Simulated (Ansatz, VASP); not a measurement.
# NaH in VASP and in Ansatz

POSCAR

```
NaH
1.0
    0.0000000000      2.3540864975      2.2615708981
    2.3540864975      0.0000000000      2.2615708981
    2.3540864975      2.3540864975      0.0000000000
Na H
1 1
Direct
    0.0000000000      0.0000000000      0.0000000000
    0.5000000000      0.5000000000      0.5000000000
```

File INCAR.step1:

```
PREC = Accurate ; ENCUT = 520
ISMEAR = -1 ; SIGMA = 0.2
LREAL = False ; LASPH = True
NELM = 100 ; NBANDS = 11
GGA = PE ; ALGO = Normal
EDIFF = 1E-4 ; LWAVE = True
LCHARG = False
```

Contents of INCAR.step2:

```
PREC = Accurate ; ENCUT = 520
EDIFF = 1E-6 ; ISMEAR = -1
SIGMA = 0.2 ; LREAL = False
LASPH = True ; NELM = 100
ALGO = Normal ; ISIF = 2
LWAVE = False ; LCHARG = False
METAGGA = R2SCAN ; LMIXTAU = True
NBANDS = 11 ; ISTART = 1
```

The input KPOINTS:

```
regular mesh
0
Gamma
  10 10 10
```

Input for Ansatz:

```yaml
crystal:
  lattice:
    - [0.0, 2.3540864975, 2.2615708981]
    - [2.3540864975, 0.0, 2.2615708981]
    - [2.3540864975, 2.3540864975, 0.0]
  atoms:
    - { symbol: Na, position: [0.0, 0.0, 0.0] }
    - { symbol: H, position: [0.5, 0.5, 0.5] }
basis:
  ecutwfc: 520.0
kpoints:
  mp_grid: { grid: [10, 10, 10] }
hamiltonian:
  xc: r2scan
scf:
  occupations: { method: fermi_dirac, width: 0.2 }
output:
  forces: true
  stress: true
  eigenvalues: true
```

Alike in both runs: task single point; functional r2SCAN; k mesh 10 × 10 × 10; occupations fermi-dirac, width 0.2 eV; no spin polarisation.

```csv
,VASP,Ansatz
version,VASP 6.6.1,Ansatz 0.2.0
potentials or method,"VASP PAW PBE potentials, release 64 (Na_pv, H), cutoff 520 eV","scalar-relativistic, plane waves, PAW"
valence electrons in the cell,8,10
```

|  | VASP | Ansatz | Ansatz less VASP |
| --- | --- | --- | --- |
| gap on the k mesh at the Fermi level (eV) | 4.57 | 4.55 | -0.012 |
| least direct gap on the mesh (eV) | 5.47 | 5.48 | +0.014 |
| pressure (GPa) | 2.7 | 2.8 | +0.17 |
| traceless stress, the component that is largest in VASP (GPa) | 1.52 | 1.51 | -0.009 |

VASP's potentials were made for PBE, not for r2SCAN. The functional is the same, so the differences come from potentials, cutoffs and numerics. VASP's potentials hold 8 valence electrons a cell and Ansatz's 10, so a difference there can come from the potentials and not from the codes.
